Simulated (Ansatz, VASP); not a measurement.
**CrO2: VASP beside Ansatz**

File INCAR:

```
SYSTEM = CrO2
PREC = Accurate
ENCUT = 520
EDIFF = 1E-7
ISMEAR = 0
SIGMA = 0.1
LREAL = .False.
LASPH = .True.
NELM = 150
ALGO = Normal
ISIF = 2
LWAVE = .False.
LCHARG = .False.
ISPIN = 2
MAGMOM = 2 2 0 0 0 0
LORBIT = 11
LMAXMIX = 4
GGA = PS
NBANDS = 37
```

The input KPOINTS:

```
Automatic mesh
0
Gamma
  4 4 6
  0 0 0
```

POSCAR

```
CrO2
1.0
    4.4210000000      0.0000000000      0.0000000000
    0.0000000000      4.4210000000      0.0000000000
    0.0000000000      0.0000000000      2.9170000000
Cr O
2 4
Direct
    0.0000000000      0.0000000000      0.0000000000
    0.5000000000      0.5000000000      0.5000000000
    0.3010000000      0.3010000000      0.0000000000
    0.1990000000      0.8010000000      0.5000000000
    0.6990000000      0.6990000000      0.0000000000
    0.8010000000      0.1990000000      0.5000000000
```

Input for Ansatz:

```yaml
crystal:
  lattice:
    - [4.421, 0.0, 0.0]
    - [0.0, 4.421, 0.0]
    - [0.0, 0.0, 2.917]
  atoms:
    - { symbol: Cr, position: [0.0, 0.0, 0.0], spin: 2.0 }
    - { symbol: Cr, position: [0.5, 0.5, 0.5], spin: 2.0 }
    - { symbol: O, position: [0.301, 0.301, 0.0] }
    - { symbol: O, position: [0.199, 0.801, 0.5] }
    - { symbol: O, position: [0.699, 0.699, 0.0] }
    - { symbol: O, position: [0.801, 0.199, 0.5] }
basis:
  ecutwfc: 420
kpoints:
  mp_grid: { grid: [4, 4, 6] }
hamiltonian:
  xc: pbesol
scf:
  occupations: { method: gaussian, width: 0.1 }
  lower_state_search: "off"
output:
  forces: true
  stress: true
  eigenvalues: true
  populations: true
magnetization:
  spin_polarized: true
```

Alike in both runs: task single point; functional PBEsol; k mesh 4 × 4 × 6; occupations gaussian, width 0.1 eV; collinear spin.

|  | VASP | Ansatz |
| --- | --- | --- |
| version | VASP 6.6.1 | Ansatz 0.2.0 |
| potentials or method | VASP PAW PBE potentials, release 64 (Cr_pv, O), cutoff 520 eV | scalar-relativistic, plane waves, PAW |
| valence electrons in the cell | 48 | 52 |

```tsv
	VASP	Ansatz	Ansatz less VASP
gap on the k mesh at the Fermi level (eV)	none	none	-
pressure (GPa)	-5.9	-6.3	-0.42
traceless stress, the component that is largest in VASP (GPa)	-1.58	-1.72	-0.142
rms of the force components (eV/Å)	0.152	0.158	+0.0063
net moment per atom (μB)	0.67	0.67	0.000
size of the moment on the site where the two differ most (μB)	2.08	1.71	-0.368
```

VASP's potentials were made for PBE, not for PBEsol. Site moments also hang on the region over which each program counts them. Atom by atom the forces differ by 0.006 eV/Å (rms over components). A gap of «none» marks a metal or a gap that the smearing closes. With one functional, cell and mesh, what is left measures potentials, basis and numerics. VASP's potentials hold 48 valence electrons a cell and Ansatz's 52, so a difference there can come from the potentials and not from the codes.
